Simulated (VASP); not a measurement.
# BaTiO3 (R3m) in VASP: single point with r2SCAN

Aim: the single point of BaTiO3 with r2SCAN.

All numbers are computed with VASP 6.6.1; they aren't measurements. Logs are shortened: lines on timing, memory, paths and dates and some standing lists are left out, and cuts for length are marked.

**1. The cell of the first run**

Symmetry: R3m, No. 160, trigonal system. The conventional cell has a = 5.692 Å, b = 5.692 Å, c = 7.000 Å, α = 90.00°, β = 90.00°, γ = 120.00°. Within 3.7 Å of Ba (site symmetry 3m) lie 12 O at 2.80 to 2.91 Å and 8 Ti at 3.39 to 3.61 Å. Within 2.5 Å of Ti (site symmetry 3m) lie 6 O at 1.88 to 2.16 Å. Within 2.5 Å of O (site symmetry m) lie 2 Ti at 1.88 to 2.16 Å. Within 2.5 Å of O (site symmetry m) lie 2 Ti at 1.88 to 2.16 Å.

**2. Single point, r2SCAN**

POSCAR

```
BaTiO3
1.0
   -4.0415464000     -4.0304822700      0.0000000000
   -4.0194584200      4.0304822700      0.0000000000
   -0.0110439900     -0.0110137900     -4.0304722100
Ba Ti O
2 2 6
Direct
    0.0000000000      0.0000000000      0.0000000000
    0.5000000000      0.5000000000      0.0000000000
    0.5153000000      0.0000000000      0.5153000000
    0.0153000000      0.5000000000      0.5153000000
    0.9912000000      0.5000000000      0.9817000000
    0.4912000000      0.0000000000      0.9817000000
    0.7364500000      0.2452500000      0.4912000000
    0.2364500000      0.7452500000      0.4912000000
    0.7364500000      0.7547500000      0.4912000000
    0.2364500000      0.2547500000      0.4912000000
```

INCAR.step1

```
PREC = Accurate ; ENCUT = 520
ISMEAR = -1 ; SIGMA = 0.1
LREAL = F ; LASPH = T
NELM = 100 ; NBANDS = 51
GGA = PE ; ALGO = Normal
EDIFF = 1E-4 ; LWAVE = T
LCHARG = F
```

INCAR.step2

```
PREC = Accurate ; ENCUT = 520
EDIFF = 1E-7 ; ISMEAR = -1
SIGMA = 0.1 ; LREAL = F
LASPH = T ; NELM = 100
ALGO = Normal ; ISIF = 2
LWAVE = F ; LCHARG = F
METAGGA = R2SCAN ; LMIXTAU = T
NBANDS = 51 ; ISTART = 1
```

KPOINTS

```
Automatic mesh
0
Gamma
  5 5 6
```

Potentials or basis: VASP PAW PBE potentials, release 64 (Ba_sv, Ti_sv, O).

Command:

```sh
$ cat potpaw_PBE.64/Ba_sv/POTCAR potpaw_PBE.64/Ti_sv/POTCAR potpaw_PBE.64/O/POTCAR > POTCAR
$ cp INCAR.step1 INCAR
$ mpirun -np 1 vasp_std > vasp.out
$ cp INCAR.step2 INCAR
$ mpirun -np 1 vasp_std > vasp.out
```

OUTCAR:

```text
PREC = Accurate
   ENCUT = 520
   EDIFF = 1E-7
   ISMEAR = -1
   LREAL = F
   LASPH = T
   NELM = 100
   ISIF = 2
   METAGGA = R2SCAN
   ISTART = 1

 ion  position               nearest neighbor table
   1  0.000  0.000  0.000-   8 2.80   6 2.80  10 2.80   7 2.85   5 2.85   8 2.85   5 2.85  10 2.85
                             9 2.85   7 2.91   6 2.91   9 2.91   3 3.39   4 3.45   3 3.45   4 3.45
   2  0.500  0.500  0.000-   7 2.80   5 2.80   9 2.80   8 2.85   6 2.85   7 2.85   6 2.85   9 2.85
                            10 2.85   8 2.91   5 2.91  10 2.91   4 3.39   3 3.45   4 3.45   3 3.45
   3  0.515  0.000  0.515-   9 1.88   6 1.88   7 1.88  10 2.16   6 2.16   8 2.16   1 3.39   2 3.45
                             1 3.45   2 3.45   1 3.52   2 3.52   2 3.52   1 3.61
   4  0.015  0.500  0.515-  10 1.88   5 1.88   8 1.88   9 2.16   5 2.16   7 2.16   2 3.39   1 3.45
                             2 3.45   1 3.45   2 3.52   1 3.52   1 3.52   2 3.61
   5  0.991  0.500  0.982-   4 1.88   4 2.16   2 2.80   1 2.85   1 2.85   2 2.91
   6  0.491  0.000  0.982-   3 1.88   3 2.16   1 2.80   2 2.85   2 2.85   1 2.91
   7  0.736  0.245  0.491-   3 1.88   4 2.16   2 2.80   1 2.85   2 2.85   1 2.91
   8  0.236  0.745  0.491-   4 1.88   3 2.16   1 2.80   2 2.85   1 2.85   2 2.91
   9  0.736  0.755  0.491-   3 1.88   4 2.16   2 2.80   2 2.85   1 2.85   1 2.91
  10  0.236  0.255  0.491-   4 1.88   3 2.16   1 2.80   1 2.85   2 2.85   2 2.91

  LATTYP: Found a simple monoclinic cell.
 ALAT       =     4.0305023891
 B/A-ratio  =     1.4122738155
 C/A-ratio  =     1.4161489118
 COS(beta)  =    -0.0038697956

  Lattice vectors:

 A1 = (  -0.0110439900,  -0.0110137900,  -4.0304722100)
 A2 = (  -4.0194584200,   4.0304822700,   0.0000000000)
 A3 = (   4.0415464000,   4.0304822700,   0.0000000000)

Analysis of symmetry for initial positions (statically):
=====================================================================
 Subroutine PRICEL returns following result:

  LATTYP: Found a trigonal (rhomboedric) cell.
 ALAT       =     4.0305024100
 COS(alpha) =     0.0027401026

  Lattice vectors:

 A1 = (  -4.0305024100,   0.0000000000,   0.0000000000)
 A2 = (  -0.0110439900,  -0.0110137900,  -4.0304722100)
 A3 = (  -0.0110439900,  -4.0304822700,   0.0000000000)

   2 primitive cells build up your supercell.

 Routine SETGRP: Setting up the symmetry group for a
 simple monoclinic supercell.

 Subroutine GETGRP returns: Found  2 space group operations
 (whereof  2 operations were pure point group operations)
 out of a pool of  4 trial point group operations.

The static configuration has the point symmetry C_1h.

Analysis of symmetry for dynamics (positions and initial velocities):
=====================================================================
 Subroutine PRICEL returns following result:

  LATTYP: Found a trigonal (rhomboedric) cell.
 ALAT       =     4.0305024100
 COS(alpha) =     0.0027401026

  Lattice vectors:

 A1 = (  -4.0305024100,   0.0000000000,   0.0000000000)
 A2 = (  -0.0110439900,  -0.0110137900,  -4.0304722100)
 A3 = (  -0.0110439900,  -4.0304822700,   0.0000000000)

   2 primitive cells build up your supercell.

 Routine SETGRP: Setting up the symmetry group for a
 simple monoclinic supercell.

 Subroutine GETGRP returns: Found  2 space group operations
 (whereof  2 operations were pure point group operations)
 out of a pool of  4 trial point group operations.

The dynamic configuration has the point symmetry C_1h.

 Subroutine INISYM returns: Found  2 space group operations
 (whereof  2 operations are pure point group operations),
 and found     2 'primitive' translations

----------------------------------------------------------------------------------------

                                     Primitive cell

  volume of cell :      65.4745

  direct lattice vectors                    reciprocal lattice vectors
    -4.030502410  0.000000000  0.000000000    -0.248108027  0.000679845  0.000677989
    -0.011043990 -0.011013790 -4.030472210     0.000000000  0.000000000 -0.248109886
    -0.011043990 -4.030482270  0.000000000     0.000000000 -0.248109267  0.000677991

  length of vectors
     4.030502410  4.030502389  4.030497401     0.248109885  0.248109886  0.248110193

  position of ions in fractional coordinates (direct lattice)
     0.000000000  0.000000000  0.000000000
     0.515300000  0.515300000  0.515300000
     0.491200000  0.981700000  0.491200000
     0.981700000  0.491200000  0.491200000
     0.491200000  0.491200000  0.981700000

  ion indices of the primitive-cell ions
   primitive index   ion index
                 1           1
                 2           3
                 3           6
                 4           8
                 5          10

----------------------------------------------------------------------------------------

 KPOINTS: Automatic mesh

Automatic generation of k-mesh.
 Grid dimensions read from file:
 generate k-points for:    5    5    6

 Generating k-lattice:

  Cartesian coordinates                     Fractional coordinates (reciprocal lattice)
    -0.024810803 -0.024742942  0.000135598     0.200000000  0.000000000 -0.000000000
    -0.024810803  0.024878911 -0.000000000     0.000000000  0.200000000  0.000000000
     0.000000000  0.000000000 -0.041351648     0.000000000  0.000000000  0.166666667

  Length of vectors
     0.035040084  0.035135967  0.041351648

  Shift w.r.t. Gamma in fractional coordinates (k-lattice)
     0.000000000  0.000000000  0.000000000

 Subroutine IBZKPT returns following result:
 ===========================================

 Found     48 irreducible k-points:

 Following reciprocal coordinates:
            Coordinates               Weight
  0.000000  0.000000  0.000000      1.000000
  0.200000 -0.000000  0.000000      2.000000
  0.400000  0.000000 -0.000000      2.000000
  0.000000  0.200000  0.000000      2.000000
  0.200000  0.200000  0.000000      4.000000
  0.400000  0.200000 -0.000000      4.000000
[... 16 lines left out ...]
 -0.400000  0.400000  0.166667      4.000000
 -0.200000  0.400000  0.166667      4.000000
 [... further k-points ...]
   k-points           NKPTS =     48   k-points in BZ     NKDIM =     48   number of bands    NBANDS=     51
   number of dos      NEDOS =    301   number of ions     NIONS =     10
   total plane-waves  NPLWV =  52920
   dimension x,y,z NGX =    42 NGY =   42 NGZ =   30
   dimension x,y,z NGXF=    84 NGYF=   84 NGZF=   60
   ions per type =               2   2   6
   NGX,Y,Z   is equivalent  to a cutoff of  12.23, 12.27, 12.37 a.u.
   NGXF,Y,Z  is equivalent  to a cutoff of  24.47, 24.53, 24.75 a.u.
 SYSTEM =  unknown system
   PREC   = accura    normal or accurate (medium, high low for compatibility)
   ISTART =      1    job   : 0-new  1-cont  2-samecut
   ICHARG =      0    charge: 1-file 2-atom 10-const
   ISPIN  =      1    spin polarized calculation?
   LNONCOLLINEAR =      F non collinear calculations
   LSORBIT =      F    spin-orbit coupling
   LASPH  =      T    aspherical Exc in radial PAW
   ENCUT  =  520.0 eV  38.22 Ry    6.18 a.u.  10.61 10.58  7.49*2*pi/ulx,y,z
   NELM   =    100;   NELMIN=  2; NELMDL=  0     # of ELM steps
   EDIFF  = 0.1E-06   stopping-criterion for ELM
   LREAL  =      F    real-space projection
   EDIFFG = 0.1E-05   stopping-criterion for IOM
   NSW    =      0    number of steps for IOM
   IBRION =     -1    ionic relax: 0-MD 1-quasi-New 2-CG
   NFREE  =      0    steps in history (QN), initial steepest desc. (CG)
   ISIF   =      2    stress and relaxation
   ISYM   =      2    0-nonsym 1-usesym 2-fastsym
   POTIM  = 0.5000    time-step for ionic-motion
   TEBEG  =    0.0;   TEEND  =   0.0 temperature during run
   PSTRESS=    0.0 pullay stress
   NELECT =      80.0000    total number of electrons
   NUPDOWN=      -1.0000    fix difference up-down
   EMIN   =  10.00;   EMAX   =-10.00  energy-range for DOS
   EFERMI =   0.00;   METHOD = LEGACY
   ISMEAR =    -1;   SIGMA  =   0.10  broadening in eV -4-tet -1-fermi 0-gaus
   EFERMI_NEDOS =   21; number of points for ismear=-14 and -15
   IALGO  =     38    algorithm
   IMIX   =      4    mixing-type and parameters
     AMIX     =   0.40;   BMIX     =  1.00
     AMIX_MAG =   1.60;   BMIX_MAG =  1.00
  volume/ion in A,a.u.               =      13.09        88.37
  Fermi-wavevector in a.u.,A,eV,Ry     =   1.389113  2.625042 26.254262  1.929634
  Thomas-Fermi vector in A             =   2.513174
   LORBIT       =      0    0 simple, 1 ext, 2 COOP (PROOUT), +10 PAW based schemes
   METAGGA = R2SCAN    functional components
   LHFCALC =     F    Hartree Fock is set to
   AEXX    =    0.0000 exact exchange contribution
   IVDW    =     0    specifies the selected vdW correction
   LEPSILON=     F    determine dielectric tensor
   LRPA    =     F    only Hartree local field effects (RPA)
 non-spin polarized calculation
  energy-cutoff  :      520.00
  volume of cell :      130.95
 maximum number of plane-waves:      3544
   NGX = 21   NGY = 21   NGZ = 15

 number of electron      80.0000010 magnetization

 Free energy of the ion-electron system (eV)
  ---------------------------------------------------
  ext. energy  EPLUGINS =         0.00000000
  ---------------------------------------------------
  free energy    TOTEN  =      -148.54406235 eV

  energy without entropy =     -148.54406141  energy(sigma->0) =     -148.54406188

 E-fermi :   4.7055     XC(G=0): -11.7813

 val. band max:        3.3123051432   @ k =   0.0000   0.0000   0.5000
 cond. band min:       6.0472955431   @ k =   0.0000   0.0000   0.0000
 fundamental gap:      2.7349904000
 Fermi energy:         4.7055148591

 k-point     1 :       0.0000    0.0000    0.0000
  band No.  band energies     occupation
      1     -55.2777      2.00000
      2     -55.2757      2.00000
      3     -30.5193      2.00000
      4     -30.5189      2.00000
      5     -30.4699      2.00000
      6     -30.4689      2.00000
[... 43 lines left out ...]
     50       8.9032      0.00000
     51       8.9033      0.00000
[... 1240 lines left out ...]
     50      10.2375      0.00000
     51      10.6025      0.00000

 [... further k-points ...]
[... 5 lines left out ...]
  --------------------------------------------------------------------------------------
  -------------------------------------------------------------------------------------
  Total        0.3932402      0.3931840      0.3912721      0.0100825      0.0079327      0.0079886
  in kB        4.8113441      4.8106561      4.7872635      0.1233607      0.0970573      0.0977417
  external PRESSURE =       4.8030879 kB  Pullay stress =       0.0000000 kB

 VOLUME and BASIS-vectors are now :
 -----------------------------------------------------------------------------
  energy-cutoff  :      520.00
  volume of cell :      130.95
      direct lattice vectors                 reciprocal lattice vectors
    -4.041546400 -4.030482270  0.000000000    -0.124054013 -0.123714711  0.000677990
    -4.019458420  4.030482270  0.000000000    -0.124054013  0.124394556 -0.000000001
    -0.011043990 -0.011013790 -4.030472210     0.000000000  0.000000000 -0.248109886

 POSITION                                       TOTAL-FORCE (eV/Angst)
 -----------------------------------------------------------------------------------
      0.00000      0.00000      0.00000        -0.064056     -0.063881     -0.063781
     -4.03050      0.00000      0.00000        -0.064056     -0.063881     -0.063781
     -2.08830     -2.08258     -2.07690         0.032857      0.032767      0.032527
     -2.07726      1.94790     -2.07690         0.032857      0.032767      0.032527
     -6.02655     -1.99059     -3.95671         0.018196      0.018146     -0.004191
     -1.99605     -1.99059     -3.95671         0.018196      0.018146     -0.004191
     -3.96759     -1.98518     -1.97977        -0.003586      0.016598      0.017722
     -3.95655      2.04530     -1.97977        -0.003586      0.016598      0.017722
     -6.01551      0.06835     -1.97977         0.016588     -0.003631      0.017722
     -1.98501      0.06835     -1.97977         0.016588     -0.003631      0.017722
 -----------------------------------------------------------------------------------
    total drift:                                0.002981      0.002786     -0.006921

  FREE ENERGIE OF THE ION-ELECTRON SYSTEM (eV)
  ---------------------------------------------------
  free  energy   TOTEN  =      -148.5440623512 eV

  energy  without entropy=     -148.5440614066  energy(sigma->0) =     -148.54406188
```

Wall time 9.8 min (1 thread of Intel Xeon 6975P-C (Granite Rapids), shared host); peak memory 0.42 GiB.

Results:

- Free energy: -148.5441 eV
- Pressure: 0.5 GPa
- Largest force: 0.111 eV/Å
- Band gap on the k mesh: 2.73 eV

Forces in eV/Å, atoms in the order of the input:
```
Ba  -0.064 -0.064 -0.064
Ba  -0.064 -0.064 -0.064
Ti   0.033  0.033  0.033
Ti   0.033  0.033  0.033
O    0.018  0.018 -0.004
O    0.018  0.018 -0.004
O   -0.004  0.017  0.018
O   -0.004  0.017  0.018
O    0.017 -0.004  0.018
O    0.017 -0.004  0.018
```

Caveat: the PAW data sets were made with another functional, which shifts forces and pressure a little; spin-orbit coupling is left out, which moves the levels of the heavy elements; an odd mesh through Γ misses points on the zone boundary, where band edges can lie.
